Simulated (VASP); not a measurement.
# Bi (R-3m) in VASP: notebook

Runs on Bi. Level: PBEsol. Tasks: single point, relaxation of cell and atoms.

All numbers are computed with VASP 6.6.1; they aren't measurements. Logs are shortened: lines on timing, memory, paths and dates and some standing lists are left out, and cuts for length are marked.

**1. The cell of the first run**

Symmetry: R-3m, No. 166, trigonal system. The conventional cell has a = 4.518 Å, b = 4.518 Å, c = 11.792 Å, α = 90.00°, β = 90.00°, γ = 120.00°. Bi (site symmetry 3m) has 6 Bi at 3.06 to 3.49 Å within 4.0 Å.

**2. Single point, PBEsol**

The input, INCAR:

```
PREC = Accurate
ENCUT = 520
EDIFF = 1E-6
ISMEAR = -1
SIGMA = 0.05
LREAL = False
LASPH = True
NELM = 100
ALGO = Normal
ISIF = 2
LWAVE = False
LCHARG = False
GGA = PS
NBANDS = 22
```

The input, KPOINTS:

```
regular mesh
0
Gamma
  6 6 6
```

The input, POSCAR:

```
Bi
1.0
    2.2589271875      1.3041922214      3.9305464775
   -2.2589271875      1.3041922214      3.9305464775
    0.0000000000     -2.6083844379      3.9305464792
Bi
2
Direct
    0.2347996988      0.2347996988      0.2347996988
    0.7652003012      0.7652003012      0.7652003012
```

Potentials or basis: VASP PAW PBE potentials, release 64 (Bi_d).

Started as:

```sh
> cat potpaw_PBE.64/Bi_d/POTCAR > POTCAR
> mpirun -np 1 vasp_std > vasp.out
```

OUTCAR:

```text
PREC = Accurate
   ENCUT = 520
   EDIFF = 1E-6
   ISMEAR = -1
   LREAL = False
   LASPH = True
   NELM = 100
   ISIF = 2
   GGA = PS

 ion  position               nearest neighbor table
   1  0.235  0.235  0.235-   2 3.06   2 3.06   2 3.06   2 3.49   2 3.49   2 3.49
   2  0.765  0.765  0.765-   1 3.06   1 3.06   1 3.06   1 3.49   1 3.49   1 3.49

  LATTYP: Found a trigonal (rhomboedric) cell.
 ALAT       =     4.7172942457
 COS(alpha) =     0.5413847127

  Lattice vectors:

 A1 = (   2.2589271875,   1.3041922214,   3.9305464775)
 A2 = (  -2.2589271875,   1.3041922214,   3.9305464775)
 A3 = (   0.0000000000,  -2.6083844379,   3.9305464792)

Analysis of symmetry for initial positions (statically):
=====================================================================
 Subroutine PRICEL returns:
 Original cell was already a primitive cell.

 Routine SETGRP: Setting up the symmetry group for a
 trigonal (rhombohedral) supercell.

 Subroutine GETGRP returns: Found 12 space group operations
 (whereof 12 operations were pure point group operations)
 out of a pool of 12 trial point group operations.

The static configuration has the point symmetry D_3d.

Analysis of symmetry for dynamics (positions and initial velocities):
=====================================================================
 Subroutine PRICEL returns:
 Original cell was already a primitive cell.

 Routine SETGRP: Setting up the symmetry group for a
 trigonal (rhombohedral) supercell.

 Subroutine GETGRP returns: Found 12 space group operations
 (whereof 12 operations were pure point group operations)
 out of a pool of 12 trial point group operations.

The dynamic configuration has the point symmetry D_3d.

 Subroutine INISYM returns: Found 12 space group operations
 (whereof 12 operations are pure point group operations),
 and found     1 'primitive' translations

----------------------------------------------------------------------------------------

                                     Primitive cell

  volume of cell :      69.4781

  direct lattice vectors                    reciprocal lattice vectors
     2.258927187  1.304192221  3.930546478     0.221344009  0.127793023  0.084805850
    -2.258927187  1.304192221  3.930546478    -0.221344009  0.127793023  0.084805850
     0.000000000 -2.608384438  3.930546479     0.000000000 -0.255586046  0.084805850

  length of vectors
     4.717294246  4.717294246  4.717294246     0.269288431  0.269288431  0.269288431

  position of ions in fractional coordinates (direct lattice)
     0.234799699  0.234799699  0.234799699
     0.765200301  0.765200301  0.765200301

  ion indices of the primitive-cell ions
   primitive index   ion index
                 1           1
                 2           2

----------------------------------------------------------------------------------------

 KPOINTS: regular mesh

Automatic generation of k-mesh.
 Grid dimensions read from file:
 generate k-points for:    6    6    6

 Generating k-lattice:

  Cartesian coordinates                     Fractional coordinates (reciprocal lattice)
     0.036890668  0.021298837  0.014134308     0.166666667  0.000000000  0.000000000
    -0.036890668  0.021298837  0.014134308     0.000000000  0.166666667  0.000000000
     0.000000000 -0.042597674  0.014134308     0.000000000  0.000000000  0.166666667

  Length of vectors
     0.044881405  0.044881405  0.044881405

  Shift w.r.t. Gamma in fractional coordinates (k-lattice)
     0.000000000  0.000000000  0.000000000

 Subroutine IBZKPT returns following result:
 ===========================================

 Found     32 irreducible k-points:

 Following reciprocal coordinates:
            Coordinates               Weight
  0.000000  0.000000  0.000000      1.000000
  0.166667 -0.000000  0.000000      6.000000
  0.333333 -0.000000  0.000000      6.000000
  0.500000 -0.000000  0.000000      3.000000
  0.166667  0.166667  0.000000      6.000000
  0.333333  0.166667  0.000000     12.000000
[... 16 lines left out ...]
  0.500000  0.500000  0.166667      6.000000
 -0.333333  0.500000  0.166667     12.000000
 [... further k-points ...]
   k-points           NKPTS =     32   k-points in BZ     NKDIM =     32   number of bands    NBANDS=     22
   number of dos      NEDOS =    301   number of ions     NIONS =      2
   total plane-waves  NPLWV =  46656
   dimension x,y,z NGX =    36 NGY =   36 NGZ =   36
   dimension x,y,z NGXF=    72 NGYF=   72 NGZF=   72
   ions per type =               2
   NGX,Y,Z   is equivalent  to a cutoff of  12.69, 12.69, 12.69 a.u.
   NGXF,Y,Z  is equivalent  to a cutoff of  25.37, 25.37, 25.37 a.u.
 SYSTEM =  unknown system
   PREC   = accura    normal or accurate (medium, high low for compatibility)
   ISTART =      0    job   : 0-new  1-cont  2-samecut
   ICHARG =      2    charge: 1-file 2-atom 10-const
   ISPIN  =      1    spin polarized calculation?
   LNONCOLLINEAR =      F non collinear calculations
   LSORBIT =      F    spin-orbit coupling
   LASPH  =      T    aspherical Exc in radial PAW
   ENCUT  =  520.0 eV  38.22 Ry    6.18 a.u.   8.77  8.77  8.77*2*pi/ulx,y,z
   NELM   =    100;   NELMIN=  2; NELMDL= -5     # of ELM steps
   EDIFF  = 0.1E-05   stopping-criterion for ELM
   LREAL  =      F    real-space projection
   EDIFFG = 0.1E-04   stopping-criterion for IOM
   NSW    =      0    number of steps for IOM
   IBRION =     -1    ionic relax: 0-MD 1-quasi-New 2-CG
   NFREE  =      0    steps in history (QN), initial steepest desc. (CG)
   ISIF   =      2    stress and relaxation
   ISYM   =      2    0-nonsym 1-usesym 2-fastsym
   POTIM  = 0.5000    time-step for ionic-motion
   TEBEG  =    0.0;   TEEND  =   0.0 temperature during run
   PSTRESS=    0.0 pullay stress
   NELECT =      30.0000    total number of electrons
   NUPDOWN=      -1.0000    fix difference up-down
   EMIN   =  10.00;   EMAX   =-10.00  energy-range for DOS
   EFERMI =   0.00;   METHOD = LEGACY
   ISMEAR =    -1;   SIGMA  =   0.05  broadening in eV -4-tet -1-fermi 0-gaus
   EFERMI_NEDOS =   21; number of points for ismear=-14 and -15
   IALGO  =     38    algorithm
   IMIX   =      4    mixing-type and parameters
     AMIX     =   0.40;   BMIX     =  1.00
     AMIX_MAG =   1.60;   BMIX_MAG =  1.00
  volume/ion in A,a.u.               =      34.74       234.43
  Fermi-wavevector in a.u.,A,eV,Ry     =   1.237369  2.338288 20.831637  1.531082
  Thomas-Fermi vector in A             =   2.371939
   LORBIT       =      0    0 simple, 1 ext, 2 COOP (PROOUT), +10 PAW based schemes
   GGA     = PS    functional components
   LHFCALC =     F    Hartree Fock is set to
   AEXX    =    0.0000 exact exchange contribution
   IVDW    =     0    specifies the selected vdW correction
   LEPSILON=     F    determine dielectric tensor
   LRPA    =     F    only Hartree local field effects (RPA)
 non-spin polarized calculation
  energy-cutoff  :      520.00
  volume of cell :       69.48
 maximum number of plane-waves:      1899
   NGX = 17   NGY = 17   NGZ = 17

 number of electron      30.0000003 magnetization

 Free energy of the ion-electron system (eV)
  ---------------------------------------------------
  ext. energy  EPLUGINS =         0.00000000
  ---------------------------------------------------
  free energy    TOTEN  =        -8.62657929 eV

  energy without entropy =       -8.62323106  energy(sigma->0) =       -8.62490517

 E-fermi :   6.2552     XC(G=0):  -9.7613

 val. band max:        6.2205437284   @ k =  -0.3333   0.5000   0.3333
 cond. band min:       6.7650471887   @ k =   0.5000  -0.0000   0.0000
 fundamental gap:      0.5445034603
 Fermi energy:         6.2551924448

 k-point     1 :       0.0000    0.0000    0.0000
  band No.  band energies     occupation
      1     -16.5599      2.00000
      2     -16.5599      2.00000
      3     -16.4024      2.00000
      4     -16.4024      2.00000
      5     -16.3888      2.00000
      6     -16.2108      2.00000
[... 14 lines left out ...]
     21      12.0709      0.00000
     22      12.4013      0.00000

 k-point     2 :       0.1667   -0.0000    0.0000
  band No.  band energies     occupation
      1     -16.5388      2.00000
      2     -16.5332      2.00000
      3     -16.3935      2.00000
      4     -16.3866      2.00000
      5     -16.3745      2.00000
      6     -16.2244      2.00000
[... 14 lines left out ...]
     21      12.4370      0.00000
     22      14.2532      0.00000

 k-point     3 :       0.3333   -0.0000    0.0000
  band No.  band energies     occupation
      1     -16.4875      2.00000
      2     -16.4608      2.00000
      3     -16.3751      2.00000
      4     -16.3459      2.00000
      5     -16.3337      2.00000
      6     -16.2690      2.00000
[... 14 lines left out ...]
     21      13.8479      0.00000
     22      16.6313      0.00000

 k-point     4 :       0.5000   -0.0000    0.0000
  band No.  band energies     occupation
      1     -16.4532      2.00000
      2     -16.3838      2.00000
      3     -16.3633      2.00000
      4     -16.3425      2.00000
      5     -16.3042      2.00000
      6     -16.2894      2.00000
[... 14 lines left out ...]
     21      15.4438      0.00000
     22      15.6775      0.00000

 k-point     5 :       0.1667    0.1667    0.0000
  band No.  band energies     occupation
      1     -16.5563      2.00000
      2     -16.5062      2.00000
      3     -16.4028      2.00000
      4     -16.3784      2.00000
      5     -16.3674      2.00000
      6     -16.2302      2.00000
[... 417 lines left out ...]
 k-point    22 :      -0.1667    0.3333    0.1667
  band No.  band energies     occupation
      1     -16.5178      2.00000
      2     -16.3907      2.00000
      3     -16.3758      2.00000
      4     -16.3382      2.00000
      5     -16.3142      2.00000
      6     -16.2876      2.00000
[... 14 lines left out ...]
     21      14.8159      0.00000
     22      15.4979      0.00000

 k-point    23 :       0.5000    0.5000    0.1667
  band No.  band energies     occupation
      1     -16.5279      2.00000
      2     -16.4239      2.00000
      3     -16.4010      2.00000
      4     -16.3262      2.00000
      5     -16.3187      2.00000
      6     -16.2675      2.00000
[... 14 lines left out ...]
     21      15.6645      0.00000
     22      16.6032      0.00000

 k-point    24 :      -0.3333    0.5000    0.1667
  band No.  band energies     occupation
      1     -16.5153      2.00000
      2     -16.4204      2.00000
      3     -16.3865      2.00000
      4     -16.3345      2.00000
      5     -16.2964      2.00000
      6     -16.2860      2.00000
[... 14 lines left out ...]
     21      16.3229      0.00000
     22      16.6585      0.00000

 [... further k-points ...]
[... 5 lines left out ...]
  --------------------------------------------------------------------------------------
  -------------------------------------------------------------------------------------
  Total       -0.0250410     -0.0250410     -0.0476731      0.0000000     -0.0000000      0.0000000
  in kB       -0.5774496     -0.5774496     -1.0993505      0.0000000     -0.0000000      0.0000000
  external PRESSURE =      -0.7514165 kB  Pullay stress =       0.0000000 kB

 VOLUME and BASIS-vectors are now :
 -----------------------------------------------------------------------------
  energy-cutoff  :      520.00
  volume of cell :       69.48
      direct lattice vectors                 reciprocal lattice vectors
     2.258927187  1.304192221  3.930546478     0.221344009  0.127793023  0.084805850
    -2.258927187  1.304192221  3.930546478    -0.221344009  0.127793023  0.084805850
     0.000000000 -2.608384438  3.930546479     0.000000000 -0.255586046  0.084805850

 POSITION                                       TOTAL-FORCE (eV/Angst)
 -----------------------------------------------------------------------------------
      0.00000      0.00000      2.76867         0.000000      0.000000      0.007482
      0.00000      0.00000      9.02297         0.000000     -0.000000     -0.007482
 -----------------------------------------------------------------------------------
    total drift:                                0.000000     -0.000000      0.000000

  FREE ENERGIE OF THE ION-ELECTRON SYSTEM (eV)
  ---------------------------------------------------
  free  energy   TOTEN  =        -8.6265792854 eV

  energy  without entropy=       -8.6232310587  energy(sigma->0) =       -8.62490517
```

Run time: 34 s. Hardware: 1 thread of Intel Xeon Platinum 8488C (Sapphire Rapids), shared host; peak memory 0.21 GiB.

What came out:

```
Free energy            : -8.6266 eV
Pressure               : -0.1 GPa
Largest force          : 0.007 eV/Å
Band gap on the k mesh : zero (band 15 reaches 6.22 eV, above the bottom of band 16 at 6.04 eV)
```

Forces on the atoms (eV/Å):
```
Bi   0.000  0.000  0.007
Bi   0.000  0.000 -0.007
```

Levels at points of the mesh, in eV from the Fermi level:
| k point | band 12 | band 13 | band 14 | band 15 | band 16 | band 17 | band 18 | band 19 |
| --- | --- | --- | --- | --- | --- | --- | --- | --- |
| (0.00, 0.00, 0.00) | -7.38 | -1.48 | -1.15 | -1.15 | 2.64 | 3.06 | 3.06 | 5.62 |
| (0.50, 0.00, 0.00) | -10.52 | -1.26 | -1.08 | -0.22 | -0.22 | 0.51 | 1.02 | 7.54 |
| (0.50, 0.50, 0.00) | -9.40 | -4.74 | -3.04 | -2.88 | 2.39 | 5.06 | 5.50 | 6.94 |
| (0.50, 0.50, 0.50) | -9.96 | -0.84 | -0.51 | -0.51 | 0.71 | 0.71 | 0.77 | 7.08 |

Caveat: the PAW data sets were made with another functional, which shifts forces and pressure a little; spin-orbit coupling is left out, which moves the levels of the heavy elements.

**3. Relaxation of cell and atoms, PBEsol**

This run uses another cell than the first one, of 35.07 Å³/atom, 1.010 times its volume.

The input, INCAR:

```
SYSTEM = Bi
PREC = Accurate
ENCUT = 600
EDIFF = 1E-6
ISMEAR = -1
SIGMA = 0.05
LREAL = .False.
LASPH = .True.
NELM = 80
ALGO = Normal
ISIF = 3
LWAVE = .False.
LCHARG = .False.
GGA = PS
IBRION = 2
NSW = 80
EDIFFG = -0.03
```

The input, KPOINTS:

```
regular mesh
0
Gamma
  6 6 6
  0 0 0
```

The input, POSCAR:

```
Bi
1.0
    2.2675000000      1.3091417400      3.9380000000
   -2.2675000000      1.3091417400      3.9380000000
    0.0000000000     -2.6182834700      3.9380000000
Bi
2
Direct
    0.2340000000      0.2340000000      0.2340000000
    0.7660000000      0.7660000000      0.7660000000
```

Potentials or basis: VASP PAW PBE potentials, release 64 (Bi_d).

Started as:

```sh
> cat potpaw_PBE.64/Bi_d/POTCAR > POTCAR
> mpirun -np 1 vasp_std > vasp.out
```

OUTCAR:

```text
SYSTEM = Bi
   PREC = Accurate
   ENCUT = 600
   EDIFF = 1E-6
   ISMEAR = -1
   LREAL = .False.
   LASPH = .True.
   NELM = 80
   ISIF = 3
   GGA = PS
   IBRION = 2
   NSW = 80
   EDIFFG = -0.03

 ion  position               nearest neighbor table
   1  0.234  0.234  0.234-   2 3.06   2 3.06   2 3.06   2 3.52   2 3.52   2 3.52
   2  0.766  0.766  0.766-   1 3.06   1 3.06   1 3.06   1 3.52   1 3.52   1 3.52

  LATTYP: Found a trigonal (rhomboedric) cell.
 ALAT       =     4.7289800534
 COS(alpha) =     0.5401781297

  Lattice vectors:

 A1 = (   2.2675000000,   1.3091417400,   3.9380000000)
 A2 = (  -2.2675000000,   1.3091417400,   3.9380000000)
 A3 = (   0.0000000000,  -2.6182834700,   3.9380000000)

[... 318 lines left out ...]

 number of electron      30.0000002 magnetization

 Free energy of the ion-electron system (eV)
  ---------------------------------------------------
  ext. energy  EPLUGINS =         0.00000000
  ---------------------------------------------------
  free energy    TOTEN  =        -8.62714497 eV

  energy without entropy =       -8.62378754  energy(sigma->0) =       -8.62546626

 E-fermi :   6.2424     XC(G=0):  -9.7560

 val. band max:        6.2070870811   @ k =  -0.3333   0.5000   0.3333
 cond. band min:       6.7721599295   @ k =   0.5000   0.0000   0.0000
 fundamental gap:      0.5650728484
 Fermi energy:         6.2424265878

 k-point     1 :       0.0000    0.0000    0.0000
  band No.  band energies     occupation
      1     -16.5688      2.00000
      2     -16.5688      2.00000
      3     -16.4114      2.00000
      4     -16.4114      2.00000
      5     -16.3969      2.00000
      6     -16.2195      2.00000
[... 505 lines left out ...]
      6     -16.2945      2.00000
[... 11 lines left out ...]
     18      11.9745      0.00000
     19      12.3761      0.00000

 [... further k-points ...]
[... 5 lines left out ...]
  --------------------------------------------------------------------------------------
  -------------------------------------------------------------------------------------
  Total       -0.0163535     -0.0163535     -0.0204880      0.0000000     -0.0000000      0.0000000
  in kB       -0.3767765     -0.3767765     -0.4720320      0.0000000     -0.0000000      0.0000000
  external PRESSURE =      -0.4085284 kB  Pullay stress =       0.0000000 kB
[... 17 lines left out ...]
  FREE ENERGIE OF THE ION-ELECTRON SYSTEM (eV)
  ---------------------------------------------------
  free  energy   TOTEN  =        -8.6271449707 eV

  energy  without entropy=       -8.6237875450  energy(sigma->0) =       -8.62546626

 reached required accuracy - stopping structural energy minimisation
```

OSZICAR:

```text
N       E                     dE             d eps       ncg     rms          rms(c)
DAV:   1     0.301554355373E+03    0.30155E+03   -0.17952E+04  1216   0.208E+03
DAV:   2     0.164575214944E+02   -0.28510E+03   -0.28098E+03  1222   0.476E+02
DAV:   3    -0.773304972530E+01   -0.24191E+02   -0.23737E+02  1442   0.160E+02
[... 29 lines left out ...]
       N       E                     dE             d eps       ncg     rms          rms(c)
DAV:   1    -0.862642333393E+01    0.30671E-03   -0.28064E-01  1342   0.382E+00    0.867E-02
DAV:   2    -0.862726985087E+01   -0.84652E-03   -0.10847E-02  1767   0.991E-01    0.623E-02
DAV:   3    -0.862714237799E+01    0.12747E-03   -0.54918E-04  1519   0.345E-01    0.121E-02
DAV:   4    -0.862714413684E+01   -0.17589E-05   -0.37421E-05  1551   0.625E-02    0.672E-03
DAV:   5    -0.862714497068E+01   -0.83384E-06   -0.21354E-06   979   0.181E-02
   5 F= -.86271450E+01 E0= -.86254663E+01  d E =-.415840E-03
```

Wall time 2 min (1 thread of Intel Xeon Platinum 8488C (Sapphire Rapids), shared host); peak memory 0.26 GiB.

What came out:

- Free energy: -8.6271 eV
- Relaxed volume: 34.77 Å³/atom
- Relaxed cell: a = 4.719 Å, b = 4.719 Å, c = 4.719 Å, α = 57.22°, β = 57.22°, γ = 57.22°
- Space group after relaxing (to 0.05 Å): R-3m (No. 166)
- Energy gained by relaxing: 0.6 meV/atom
- Ionic steps: 5
- Pressure after relaxing: 0.0 GPa
- Largest force after relaxing: 0.029 eV/Å
- Band gap on the k mesh: zero (band 15 reaches 6.21 eV, above the bottom of band 16 at 6.03 eV)

Forces in eV/Å, atoms in the order of the input:
```
Bi   0.000  0.000  0.029
Bi   0.000  0.000 -0.029
```

Step by step:
| step | energy change (eV) | largest force (eV/Å) | pressure (GPa) | volume (Å³) |
| --- | --- | --- | --- | --- |
| 1 | 0.0000 | 0.0533 | -0.30 | 70.14 |
| 2 | -0.0007 | 0.0683 | 0.12 | 69.48 |
| 3 | -0.0007 | 0.0706 | 0.14 | 69.53 |
| 4 | -0.0007 | 0.0689 | 0.12 | 69.60 |
| 5 | -0.0012 | 0.0291 | -0.04 | 69.54 |

Final structure:
```
Bi
1.0
     2.25948    1.30451    3.93213
    -2.25948    1.30451    3.93213
     0.00000   -2.60903    3.93213
Bi
2
Direct
  0.23455 0.23455 0.23455
  0.76545 0.76545 0.76545
```

Caveat: the PAW data sets were made with another functional, which shifts forces and pressure a little; spin-orbit coupling is left out, which moves the levels of the heavy elements.
